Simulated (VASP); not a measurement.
Wanted: the native input for a VASP 6.6.1 run.

```
Task                   : single point
Functional             : r2SCAN
Potentials or basis    : VASP PAW PBE potentials, release 64 (K_sv, F)
Cutoff                 : 520 eV
k mesh                 : 8 × 8 × 8
Occupations            : gaussian, width 0.01 eV
Spin                   : no spin polarisation
Dipole correction      : no
Further INCAR settings : ALGO = Normal; EDIFF = 1e-06; NBANDS = 15
```

The system is KF.

```
K F
1.0
     2.71197    2.71197    0.00000
    -2.71197    2.71197    0.00000
     0.00000    2.71197    2.64020
K F
1 1
Direct
  0.00000 0.00000 0.00000
  0.50000 0.50000 0.00000
```

This cell differs from its parent crystal: in-plane strain +0.02, then relaxed in part.

One way to write it, as run:

POSCAR

```
KF
1.0
    2.7119710457      2.7119710457      0.0000000000
   -2.7119710457      2.7119710457      0.0000000000
    0.0000000000      2.7119710457      2.6402043716
K F
1 1
Direct
    0.0000000000      0.0000000000      0.0000000000
    0.5000000000      0.5000000000      0.0000000000
```

INCAR.step1

```
PREC = Accurate ; ENCUT = 520
ISMEAR = 0 ; SIGMA = 0.01
LREAL = F ; LASPH = T
NELM = 100 ; NBANDS = 15
GGA = PE ; ALGO = Normal
EDIFF = 1E-4 ; LWAVE = T
LCHARG = F
```

INCAR.step2

```
PREC = Accurate ; ENCUT = 520
EDIFF = 1E-6 ; ISMEAR = 0
SIGMA = 0.01 ; LREAL = F
LASPH = T ; NELM = 100
ALGO = Normal ; ISIF = 2
LWAVE = F ; LCHARG = T
METAGGA = R2SCAN ; LMIXTAU = T
LELF = T ; LVHAR = T
NBANDS = 15 ; ISTART = 1
```

KPOINTS

```
Automatic mesh
0
Gamma
  8 8 8
```

Potentials or basis: VASP PAW PBE potentials, release 64 (K_sv, F).

The run is started by

```bash
$ cat potpaw_PBE.64/K_sv/POTCAR potpaw_PBE.64/F/POTCAR > POTCAR
$ cp INCAR.step1 INCAR
$ mpirun -np 1 vasp_std > vasp.out
$ cp INCAR.step2 INCAR
$ mpirun -np 1 vasp_std > vasp.out
```

It gave:

```json
{"Pressure": "-1.0 GPa", "Band gap on the k mesh": "6.70 eV"}
```

Caveat: the cell differs from its parent crystal (in-plane strain +0.02, then relaxed in part); the PAW data sets were made with another functional, which shifts forces and pressure a little.

Wall time 73 s on 1 thread of Intel(R) Xeon(R) 6975P-C (Granite Rapids), on a shared host, peak memory 0.18 GiB.
